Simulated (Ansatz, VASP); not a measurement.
# Hg in VASP and in Ansatz

```xyz
2
Lattice="0.0000 3.3677 3.3677 3.3677 0.0000 3.3677 3.3677 3.3677 0.0000" Properties=species:S:1:pos:R:3 pbc="T T T"
Hg    0.8419    0.8419    0.8419
Hg    5.8935    5.8935    5.8935
```

Alike in both runs: functional r2SCAN; k mesh 9 × 9 × 9; occupations fermi-dirac, width 0.1 eV; no spin polarisation.

Ansatz relaxed the structure, and its values are those at the end. VASP's run is a single point on that final structure, the one shown.

```csv
,VASP,Ansatz
version,VASP 6.6.1,Ansatz 0.2.0
potentials or method,"VASP PAW PBE potentials, release 64 (Hg), cutoff 520 eV","plane waves (500 eV) with PAW, scalar-relativistic"
valence electrons in the cell,24,40
```

VASP gave:

- pressure (GPa): 0.3

**Question.** Estimate Ansatz's values.

**Answer.** Pressure (GPa): 0.0.

VASP's potentials were made for PBE, not for r2SCAN. The functional is the same, so the differences come from potentials, cutoffs and numerics. VASP's potentials hold 24 valence electrons a cell and Ansatz's 40, so a difference there can come from the potentials and not from the codes.

Neither program's run includes spin-orbit coupling.
